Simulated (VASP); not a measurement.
Wanted: the native input for a VASP 6.6.1 run.

```yaml
Task: single point
Functional: LDA
Potentials_or_basis: VASP PAW LDA potentials, release 64 (Al, O)
Cutoff: 520 eV
k_mesh: 6 × 6 × 6
Occupations: gaussian, width 0.01 eV
Spin: no spin polarisation
Dipole_correction: no
Further_INCAR_settings: ALGO = Normal; EDIFF = 1e-06; NBANDS = 35
```

The structure of Al2O3 lies in POSCAR:

```
Al2O3
1.0
    2.3793614134      1.3737249525      4.3315939879
   -2.3793614134      1.3737249525      4.3315939879
    0.0000000000     -2.7474499051      4.3315939879
Al O
4 6
Direct
    0.8519115234      0.8519115234      0.8519115234
    0.3519115234      0.3519115234      0.3519115234
    0.1480884766      0.1480884766      0.1480884766
    0.6480884766      0.6480884766      0.6480884766
    0.4436339008      0.0563660992      0.7500000000
    0.0563660992      0.7500000000      0.4436339008
    0.5563660992      0.9436339008      0.2500000000
    0.2500000000      0.5563660992      0.9436339008
    0.9436339008      0.2500000000      0.5563660992
    0.7500000000      0.4436339008      0.0563660992
```

One way to write it, as run:

INCAR

```
ALGO = Normal
EDIFF = 1E-6
ENCUT = 520
ISIF = 2
ISMEAR = 0
LASPH = True
LCHARG = False
LREAL = False
LWAVE = False
NBANDS = 35
NELM = 100
PREC = Accurate
SIGMA = 0.01
```

KPOINTS

```
k-points
0
Gamma
  6 6 6
```

Potentials or basis: VASP PAW LDA potentials, release 64 (Al, O).

The run is started by

```console
$ cat potpaw_LDA.64/Al/POTCAR potpaw_LDA.64/O/POTCAR > POTCAR
$ mpirun -np 1 vasp_std > vasp.out
```

Results of the run:

- Pressure: -4.4 GPa
- Largest force: 0.081 eV/Å
- Band gap on the k mesh: 6.19 eV

Caveat: the cell stands under tension.

Wall time 2.5 min on 1 thread of Intel Xeon 8259CL, on a shared host, peak memory 0.22 GiB.
